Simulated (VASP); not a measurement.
Input of a VASP 6.6.1 run:

File INCAR:

```
PREC     = Accurate       # precision mode
ENCUT    = 520            # plane-wave cutoff, eV
EDIFF    = 1E-6           # SCF threshold, eV
ISMEAR   = -1             # smearing method
SIGMA    = 0.1            # smearing width, eV
LREAL    = F              # projectors in reciprocal space
LASPH    = T              # aspherical terms in the spheres
NELM     = 80             # most SCF steps
ALGO     = Normal         # electronic algorithm
ISIF     = 2              # what is computed and relaxed
LWAVE    = F              # write WAVECAR
LCHARG   = F              # write CHGCAR
GGA      = RP             # functional
NBANDS   = 16             # bands
```

Contents of KPOINTS:

```
Automatic mesh
0
Gamma
  7 7 4
```

POSCAR

```
Cs
1.0
    5.5421331180      0.0000000000      0.0000000000
   -2.7710665590      4.7996280713      0.0000000000
    0.0000000000      0.0000000000      9.0902567576
Cs
2
Direct
    0.3333333333      0.6666666667      0.2500000000
    0.6666666667      0.3333333333      0.7500000000
```

Potentials or basis: VASP PAW PBE potentials, release 64 (Cs_sv).

The run is started by

```sh
$ cat potpaw_PBE.64/Cs_sv/POTCAR > POTCAR
$ mpirun -np 1 vasp_std > vasp.out
```

Problem. Predict the band gap on the k mesh.

Solution. Zero (band 9 reaches 0.94 eV, above the bottom of band 10 at -0.57 eV).

Problem. What does it give for the pressure?

Solution. 0.2 GPa.

Caveat: the PAW data sets were made with another functional, which shifts forces and pressure a little; spin-orbit coupling is left out, which moves the levels of the heavy elements.
